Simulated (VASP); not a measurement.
# SiNi (P4/mmm) in VASP: settings compared

The runs below take SiNi through single point, with PBE, r2SCAN.

Program: VASP 6.6.1. These are calculated values, not measurements. Logs are shortened: lines on timing, memory, paths and dates and some standing lists are left out, and cuts for length are marked.

### 1 The cell of the first run

It takes space group P4/mmm (No. 123, tetragonal). Conventional cell: a = 2.879 Å, b = 2.879 Å, c = 3.572 Å, α = 90.00°, β = 90.00°, γ = 90.00°. Ni (site symmetry 4/mmm) has 8 Si at 2.71 Å and 6 Ni at 2.88 to 3.57 Å within 3.6 Å. Within 3.6 Å of Si (site symmetry 4/mmm) lie 8 Ni at 2.71 Å and 6 Si at 2.88 to 3.57 Å.

### 2 Single point, PBE, collinear spin, ferromagnetic start

Contents of INCAR:

```
PREC = Accurate
ENCUT = 520
EDIFF = 1E-7
ISMEAR = 0
SIGMA = 0.1
LREAL = F
LASPH = T
NELM = 150
ALGO = Normal
ISIF = 2
LWAVE = F
LCHARG = T
ISPIN = 2
MAGMOM = 2.5 0
LORBIT = 11
LMAXMIX = 4
GGA = PE
LELF = T
LVHAR = T
NBANDS = 18
```

Contents of KPOINTS:

```
Automatic mesh
0
Gamma
  16 16 12
```

Contents of POSCAR:

```
SiNi
1.0
    2.8787207268      0.0000000000      0.0000000000
    0.0000000000      2.8787207268      0.0000000000
    0.0000000000      0.0000000000      3.5719057330
Ni Si
1 1
Direct
    0.0000000000      0.0000000000      0.0000000000
    0.5000000000      0.5000000000      0.5000000000
```

Potentials or basis: VASP PAW PBE potentials, release 64 (Ni, Si).

Run with:

```sh
$ cat potpaw_PBE.64/Ni/POTCAR potpaw_PBE.64/Si/POTCAR > POTCAR
$ mpirun -np 1 vasp_std > vasp.out
```

OUTCAR:

```text
PREC = Accurate
   ENCUT = 520
   EDIFF = 1E-7
   ISMEAR = 0
   LREAL = F
   LASPH = T
   NELM = 150
   ISIF = 2
   ISPIN = 2
   LORBIT = 11
   GGA = PE

 ion  position               nearest neighbor table
   1  0.000  0.000  0.000-   2 2.71   2 2.71   2 2.71   2 2.71   2 2.71   2 2.71   2 2.71   2 2.71

   2  0.500  0.500  0.500-   1 2.71   1 2.71   1 2.71   1 2.71   1 2.71   1 2.71   1 2.71   1 2.71

  LATTYP: Found a simple tetragonal cell.
 ALAT       =     2.8787207268
 C/A-ratio  =     1.2407961980

  Lattice vectors:

 A1 = (   2.8787207268,   0.0000000000,   0.0000000000)
 A2 = (   0.0000000000,   2.8787207268,   0.0000000000)
 A3 = (   0.0000000000,   0.0000000000,   3.5719057330)

Analysis of symmetry for initial positions (statically):
=====================================================================
 Subroutine PRICEL returns:
 Original cell was already a primitive cell.

 Routine SETGRP: Setting up the symmetry group for a
 simple tetragonal supercell.

 Subroutine GETGRP returns: Found 16 space group operations
 (whereof 16 operations were pure point group operations)
 out of a pool of 16 trial point group operations.

The static configuration has the point symmetry D_4h.

Analysis of symmetry for dynamics (positions and initial velocities):
=====================================================================
 Subroutine PRICEL returns:
 Original cell was already a primitive cell.

 Routine SETGRP: Setting up the symmetry group for a
 simple tetragonal supercell.

 Subroutine GETGRP returns: Found 16 space group operations
 (whereof 16 operations were pure point group operations)
 out of a pool of 16 trial point group operations.

The dynamic configuration has the point symmetry D_4h.

Analysis of structural, dynamic, and magnetic symmetry:
=====================================================================
 Subroutine PRICEL returns:
 Original cell was already a primitive cell.

 Routine SETGRP: Setting up the symmetry group for a
 simple tetragonal supercell.

 Subroutine GETGRP returns: Found 16 space group operations
 (whereof 16 operations were pure point group operations)
 out of a pool of 16 trial point group operations.

The overall configuration has the point symmetry D_4h.

 Subroutine INISYM returns: Found 16 space group operations
 (whereof 16 operations are pure point group operations),
 and found     1 'primitive' translations

----------------------------------------------------------------------------------------

                                     Primitive cell

  volume of cell :      29.6005

  direct lattice vectors                    reciprocal lattice vectors
     2.878720727  0.000000000  0.000000000     0.347376524  0.000000000  0.000000000
     0.000000000  2.878720727  0.000000000     0.000000000  0.347376524  0.000000000
     0.000000000  0.000000000  3.571905733     0.000000000  0.000000000  0.279962596

  length of vectors
     2.878720727  2.878720727  3.571905733     0.347376524  0.347376524  0.279962596

  position of ions in fractional coordinates (direct lattice)
     0.000000000  0.000000000  0.000000000
     0.500000000  0.500000000  0.500000000

  ion indices of the primitive-cell ions
   primitive index   ion index
                 1           1
                 2           2

----------------------------------------------------------------------------------------

 KPOINTS: Automatic mesh

Automatic generation of k-mesh.
 Grid dimensions read from file:
 generate k-points for:   16   16   12

 Generating k-lattice:

  Cartesian coordinates                     Fractional coordinates (reciprocal lattice)
     0.021711033  0.000000000  0.000000000     0.062500000  0.000000000  0.000000000
     0.000000000  0.021711033  0.000000000     0.000000000  0.062500000  0.000000000
     0.000000000  0.000000000  0.023330216     0.000000000  0.000000000  0.083333333

  Length of vectors
     0.021711033  0.021711033  0.023330216

  Shift w.r.t. Gamma in fractional coordinates (k-lattice)
     0.000000000  0.000000000  0.000000000

 Subroutine IBZKPT returns following result:
 ===========================================

 Found    315 irreducible k-points:

 Following reciprocal coordinates:
            Coordinates               Weight
  0.000000  0.000000  0.000000      1.000000
  0.062500  0.000000  0.000000      4.000000
  0.125000  0.000000  0.000000      4.000000
  0.187500  0.000000  0.000000      4.000000
  0.250000  0.000000  0.000000      4.000000
  0.312500  0.000000  0.000000      4.000000
[... 16 lines left out ...]
  0.437500  0.125000  0.000000      8.000000
  0.500000  0.125000  0.000000      4.000000
 [... further k-points ...]
   k-points           NKPTS =    315   k-points in BZ     NKDIM =    315   number of bands    NBANDS=     18
   number of dos      NEDOS =    301   number of ions     NIONS =      2
   total plane-waves  NPLWV =  16128
   dimension x,y,z NGX =    24 NGY =   24 NGZ =   28
   dimension x,y,z NGXF=    48 NGYF=   48 NGZF=   56
   ions per type =               1   1
   NGX,Y,Z   is equivalent  to a cutoff of  13.86, 13.86, 13.03 a.u.
   NGXF,Y,Z  is equivalent  to a cutoff of  27.72, 27.72, 26.06 a.u.
 SYSTEM =  unknown system
   PREC   = accura    normal or accurate (medium, high low for compatibility)
   ISTART =      0    job   : 0-new  1-cont  2-samecut
   ICHARG =      2    charge: 1-file 2-atom 10-const
   ISPIN  =      2    spin polarized calculation?
   LNONCOLLINEAR =      F non collinear calculations
   LSORBIT =      F    spin-orbit coupling
   LASPH  =      T    aspherical Exc in radial PAW
   ENCUT  =  520.0 eV  38.22 Ry    6.18 a.u.   5.35  5.35  6.64*2*pi/ulx,y,z
   NELM   =    150;   NELMIN=  2; NELMDL= -5     # of ELM steps
   EDIFF  = 0.1E-06   stopping-criterion for ELM
   LREAL  =      F    real-space projection
   EDIFFG = 0.1E-05   stopping-criterion for IOM
   NSW    =      0    number of steps for IOM
   IBRION =     -1    ionic relax: 0-MD 1-quasi-New 2-CG
   NFREE  =      0    steps in history (QN), initial steepest desc. (CG)
   ISIF   =      2    stress and relaxation
   ISYM   =      2    0-nonsym 1-usesym 2-fastsym
   POTIM  = 0.5000    time-step for ionic-motion
   TEBEG  =    0.0;   TEEND  =   0.0 temperature during run
   PSTRESS=    0.0 pullay stress
   NELECT =      14.0000    total number of electrons
   NUPDOWN=      -1.0000    fix difference up-down
   EMIN   =  10.00;   EMAX   =-10.00  energy-range for DOS
   EFERMI =   0.00;   METHOD = LEGACY
   ISMEAR =     0;   SIGMA  =   0.10  broadening in eV -4-tet -1-fermi 0-gaus
   EFERMI_NEDOS =   21; number of points for ismear=-14 and -15
   IALGO  =     38    algorithm
   IMIX   =      4    mixing-type and parameters
     AMIX     =   0.40;   BMIX     =  1.00
     AMIX_MAG =   1.60;   BMIX_MAG =  1.00
  volume/ion in A,a.u.               =      14.80        99.88
  Fermi-wavevector in a.u.,A,eV,Ry     =   1.275512  2.410368 22.135732  1.626930
  Thomas-Fermi vector in A             =   2.408220
   LORBIT       =     11    0 simple, 1 ext, 2 COOP (PROOUT), +10 PAW based schemes
   GGA     = PE    functional components
   LHFCALC =     F    Hartree Fock is set to
   AEXX    =    0.0000 exact exchange contribution
   IVDW    =     0    specifies the selected vdW correction
   LEPSILON=     F    determine dielectric tensor
   LRPA    =     F    only Hartree local field effects (RPA)
 spin polarized calculation
 Gauss-broadening in eV      SIGMA  =   0.10
  energy-cutoff  :      520.00
  volume of cell :       29.60
 maximum number of plane-waves:       824
 NGX is ok and might be reduce to    24
   NGX = 11   NGY = 11   NGZ = 13

 number of electron      14.0000014 magnetization      -0.0018296

 number of electron      14.0000014 magnetization       0.0002510

 Free energy of the ion-electron system (eV)
  ---------------------------------------------------
  ext. energy  EPLUGINS =         0.00000000
  ---------------------------------------------------
  free energy    TOTEN  =       -10.79920719 eV

  energy without entropy =      -10.79138017  energy(sigma->0) =      -10.79529368

 E-fermi :   7.9630     XC(G=0): -11.3330

 val. band max:        7.9594935512   @ k =   0.4375   0.3750   0.2500
 cond. band min:       7.9668175188   @ k =   0.5000   0.5000   0.0000
 fundamental gap:      0.0073239676
 Fermi energy:         7.9630428509

 spin component 1

 k-point     1 :       0.0000    0.0000    0.0000
  band No.  band energies     occupation
      1      -3.6469      1.00000
      2       5.2704      1.00000
      3       5.5595      1.00000
      4       6.6639      1.00000
      5       6.6639      1.00000
      6       7.0120      1.00000
[... 10 lines left out ...]
     17      25.9289      0.00000
     18      27.0520      0.00000
[... 463 lines left out ...]
 k-point    24 :       0.5000    0.1250    0.0000
  band No.  band energies     occupation
      1       0.1444      1.00000
      2       1.7724      1.00000
      3       5.3345      1.00000
      4       5.9805      1.00000
      5       6.3005      1.00000
      6       6.6273      1.00000
[... 10 lines left out ...]
     17      27.6488      0.00000
     18      28.3088      0.00000

 [... further k-points ...]

 spin component 2

 k-point     1 :       0.0000    0.0000    0.0000
  band No.  band energies     occupation
      1      -3.6469      1.00000
      2       5.2705      1.00000
      3       5.5596      1.00000
      4       6.6641      1.00000
      5       6.6641      1.00000
      6       7.0122      1.00000
[... 10 lines left out ...]
     17      25.9290      0.00000
     18      27.0520      0.00000
[... 463 lines left out ...]
 k-point    24 :       0.5000    0.1250    0.0000
  band No.  band energies     occupation
      1       0.1444      1.00000
      2       1.7725      1.00000
      3       5.3347      1.00000
      4       5.9806      1.00000
      5       6.3007      1.00000
      6       6.6275      1.00000
[... 10 lines left out ...]
     17      27.6489      0.00000
     18      28.3089      0.00000

 [... further k-points ...]
[... 5 lines left out ...]
  --------------------------------------------------------------------------------------
  -------------------------------------------------------------------------------------
  Total       -4.3788786     -4.3788786     -4.7145145      0.0000000      0.0000000     -0.0000000
  in kB     -237.0142348   -237.0142348   -255.1810966      0.0000000      0.0000000     -0.0000000
  external PRESSURE =    -243.0698554 kB  Pullay stress =       0.0000000 kB

 VOLUME and BASIS-vectors are now :
 -----------------------------------------------------------------------------
  energy-cutoff  :      520.00
  volume of cell :       29.60
      direct lattice vectors                 reciprocal lattice vectors
     2.878720727  0.000000000  0.000000000     0.347376524  0.000000000  0.000000000
     0.000000000  2.878720727  0.000000000     0.000000000  0.347376524  0.000000000
     0.000000000  0.000000000  3.571905733     0.000000000  0.000000000  0.279962596

 POSITION                                       TOTAL-FORCE (eV/Angst)
 -----------------------------------------------------------------------------------
      0.00000      0.00000      0.00000         0.000000      0.000000      0.000000
      1.43936      1.43936      1.78595         0.000000      0.000000      0.000000
 -----------------------------------------------------------------------------------
    total drift:                                0.000000      0.000000      0.000000

  FREE ENERGIE OF THE ION-ELECTRON SYSTEM (eV)
  ---------------------------------------------------
  free  energy   TOTEN  =       -10.7992071861 eV

  energy  without entropy=      -10.7913801664  energy(sigma->0) =      -10.79529368

 total charge

# of ion       s       p       d       tot
------------------------------------------
    1        0.363   0.333   8.386   9.082
    2        0.782   0.687   0.000   1.470
--------------------------------------------------
tot          1.146   1.021   8.386  10.552

 magnetization (x)

# of ion       s       p       d       tot
------------------------------------------
    1        0.000   0.000   0.000   0.000
    2        0.000   0.000   0.000   0.000
--------------------------------------------------
tot          0.000   0.000   0.000   0.000
```

It took 3.2 min on 1 thread of Intel Xeon Platinum 8488C (Sapphire Rapids), shared host; peak memory 0.35 GiB.

What came out:

```
Free energy                                           : -10.7992 eV
Pressure                                              : -24.3 GPa
Band gap on the k mesh                                : zero (filled and empty bands overlap)
Net moment                                            : 0.00 μB per cell
Valence electrons inside the program's atomic spheres : Ni 9.08; Si 1.47
```

Levels at points of the mesh, in eV from the Fermi level:
Spin up:
| k point | band 4 | band 5 | band 6 | band 7 | band 8 | band 9 | band 10 | band 11 |
| --- | --- | --- | --- | --- | --- | --- | --- | --- |
| (0.00, 0.00, 0.00) | -1.30 | -1.30 | -0.95 | -0.87 | 3.64 | 4.37 | 4.37 | 7.33 |
| (0.50, 0.00, 0.00) | -2.09 | -1.54 | -1.19 | -0.35 | 4.08 | 5.21 | 5.33 | 7.52 |
| (0.50, 0.50, 0.00) | -2.36 | -2.02 | -2.02 | -0.57 | 0.00 | 2.00 | 4.35 | 9.54 |
| (0.00, 0.00, 0.50) | -1.61 | -1.61 | -1.38 | -0.93 | 6.33 | 6.33 | 7.16 | 10.08 |
| (0.50, 0.00, 0.50) | -2.80 | -1.45 | -1.36 | -1.17 | -0.23 | 0.86 | 7.52 | 11.69 |
| (0.50, 0.50, 0.50) | -2.81 | -1.07 | -0.57 | 1.37 | 1.37 | 1.74 | 2.13 | 2.13 |
Spin down:
```
           k point  band 3  band 4  band 5  band 6  band 7  band 8  band 9  band 10  band 11  band 12
(0.00, 0.00, 0.00)   -2.40   -1.30   -1.30   -0.95   -0.87    3.64    4.37     4.37     7.33     9.55
(0.50, 0.00, 0.00)   -2.72   -2.09   -1.54   -1.19   -0.35    4.08    5.21     5.33     7.52     8.30
(0.50, 0.50, 0.00)   -3.17   -2.36   -2.02   -2.02   -0.57    0.00    2.00     4.35     9.54     9.54
(0.00, 0.00, 0.50)   -2.25   -1.61   -1.61   -1.38   -0.93    6.33    6.33     7.16    10.08    10.17
(0.50, 0.00, 0.50)   -3.36   -2.80   -1.45   -1.36   -1.17   -0.23    0.86     7.52    11.69    13.04
(0.50, 0.50, 0.50)   -3.60   -2.81   -1.07   -0.57    1.37    1.37    1.74     2.13     2.13     3.17
```

Caveat: the starting moments collapsed, and a magnetic state may lie lower.

### 3 Single point, r2SCAN, collinear spin, ferromagnetic start

This run uses another cell than the first one, of 11.38 Å³/atom, 0.769 times its volume.

Contents of POSCAR:

```
SiNi
1.0
    2.6376575923      0.0000000000      0.0000000000
    0.0000000000      2.6376575923      0.0000000000
    0.0000000000      0.0000000000      3.2727955120
Ni Si
1 1
Direct
    0.0000000000      0.0000000000      0.0000000000
    0.5000000000      0.5000000000      0.5000000000
```

Contents of INCAR.step1:

```
PREC = Accurate ; ENCUT = 520
ISMEAR = 0 ; SIGMA = 0.1
LREAL = F ; LASPH = T
NELM = 150 ; ISPIN = 2
MAGMOM = 2.5 0 ; LMAXMIX = 4
NBANDS = 18 ; GGA = PE
ALGO = Normal ; EDIFF = 1E-4
LWAVE = T ; LCHARG = F
```

Contents of INCAR.step2:

```
PREC = Accurate ; ENCUT = 520
EDIFF = 1E-6 ; ISMEAR = 0
SIGMA = 0.1 ; LREAL = F
LASPH = T ; NELM = 150
ALGO = Normal ; ISIF = 2
LWAVE = F ; LCHARG = F
ISPIN = 2 ; MAGMOM = 2.5 0
LORBIT = 11 ; LMAXMIX = 4
METAGGA = R2SCAN ; LMIXTAU = T
NBANDS = 18 ; ISTART = 1
```

KPOINTS is that of step 2.

Potentials or basis: VASP PAW PBE potentials, release 64 (Ni, Si).

Run with:

```sh
$ cat potpaw_PBE.64/Ni/POTCAR potpaw_PBE.64/Si/POTCAR > POTCAR
$ cp INCAR.step1 INCAR
$ mpirun -np 1 vasp_std > vasp.out
$ cp INCAR.step2 INCAR
$ mpirun -np 1 vasp_std > vasp.out
```

It took 13 min on 1 thread of Oxide Virtual Turin-like, shared host; peak memory 0.26 GiB.

It converged, with:

```yaml
Free_energy: -21.2114 eV
Pressure: -7.4 GPa
Band_gap_on_the_k_mesh: zero (filled and empty bands overlap)
Net_moment: 0.00 μB per cell
Valence_electrons_inside_the_program's_atomic_spheres: Ni 9.55; Si 1.56
```

Stress tensor (GPa, compression positive):
```
-7.66  0.00  0.00
 0.00 -7.66  0.00
 0.00  0.00 -6.77
```

Levels at points of the mesh, in eV from the Fermi level:
Spin up:
```
           k point  band 3  band 4  band 5  band 6  band 7  band 8  band 9  band 10  band 11  band 12
(0.00, 0.00, 0.00)   -4.10   -2.31   -2.31   -1.84   -1.74    4.54    5.44     5.44     7.60    13.12
(0.50, 0.00, 0.00)   -4.40   -3.63   -2.73   -2.13   -0.91    5.22    5.32     5.62    10.28    10.86
(0.50, 0.50, 0.00)   -4.82   -4.13   -3.50   -3.50   -1.24    0.84    1.97     5.63    11.46    11.46
(0.00, 0.00, 0.50)   -3.83   -2.75   -2.75   -2.53   -1.81    7.04    8.46     8.46    11.62    11.62
(0.50, 0.00, 0.50)   -5.21   -4.52   -2.63   -2.42   -2.23   -0.11    0.76    10.32    13.66    14.87
(0.50, 0.50, 0.50)   -5.77   -2.07   -1.54   -1.24    0.62    1.40    1.40     1.57     1.57     3.89
```
Spin down:
```csv
k point,band 3,band 4,band 5,band 6,band 7,band 8,band 9,band 10,band 11,band 12
"(0.00, 0.00, 0.00)",-4.10,-2.31,-2.31,-1.84,-1.74,4.54,5.44,5.44,7.60,13.12
"(0.50, 0.00, 0.00)",-4.40,-3.63,-2.73,-2.13,-0.91,5.22,5.32,5.62,10.28,10.86
"(0.50, 0.50, 0.00)",-4.82,-4.13,-3.50,-3.50,-1.24,0.84,1.97,5.63,11.46,11.46
"(0.00, 0.00, 0.50)",-3.83,-2.75,-2.75,-2.53,-1.81,7.04,8.46,8.46,11.62,11.62
"(0.50, 0.00, 0.50)",-5.21,-4.52,-2.63,-2.42,-2.23,-0.11,0.76,10.32,13.66,14.87
"(0.50, 0.50, 0.50)",-5.77,-2.07,-1.54,-1.24,0.62,1.40,1.40,1.57,1.57,3.89
```

Caveat: the starting moments collapsed, and a magnetic state may lie lower; the PAW data sets were made with another functional, which shifts forces and pressure a little.
